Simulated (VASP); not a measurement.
Runs of VASP 6.6.1 on BaTe. The structure is that of space group Fm-3m (No. 225), or close to it. The cells are those of the table. 

| task | level | potentials or basis | cell | cutoff (eV) | smearing | gap on the mesh (eV) | pressure (GPa) | relaxed volume (Å³/atom) |
| --- | --- | --- | --- | --- | --- | --- | --- | --- |
| single point | PBE | VASP PAW PBE potentials, release 64 (Ba_sv, Te) | a = 4.996 Å, angles 60.0°, 2 atoms | 520 | fermi-dirac 0.02 eV | (b) | 0.3 | - |
| dielectric tensor | r2SCAN | VASP PAW PBE potentials, release 64 (Ba_sv, Te) | a = 4.996 Å, angles 60.0°, 2 atoms | 520 | gaussian 0.01 eV | 1.93 | - | - |
| relaxation of cell and atoms | PBE | VASP PAW PBE potentials, release 64 (Ba_sv, Te) | relaxed from a = 4.822 Å, angles 60.0°, 2 atoms | 600 | fermi-dirac 0.02 eV | 1.60 | 0.0 | (a) |
| relaxation of cell and atoms | LDA | VASP PAW LDA potentials, release 64 (Ba_sv, Te) | relaxed from a = 4.996 Å, angles 60.0°, 2 atoms | 600 | fermi-dirac 0.02 eV | 1.29 | 0.0 | 40.98 |
| single point | LDA | VASP PAW LDA potentials, release 64 (Ba_sv, Te) | a = 4.855 Å, angles 60.0°, 2 atoms | 520 | fermi-dirac 0.02 eV | 1.26 | 0.5 | - |

Alike in all rows: no spin polarisation; k mesh 6 × 6 × 6.

Q: Estimate the missing entries.

A: (a) 44.55; (b) 1.58.

Caveats: spin-orbit coupling is left out, which moves the levels of the heavy elements; the PAW data sets were made with another functional, which shifts forces and pressure a little (some runs); the volume moved by +12 % from the deposited cell, more than functionals usually miss (some runs).

A k mesh can miss the band edges, and the runs leave out spin-orbit coupling on Ba, Te.
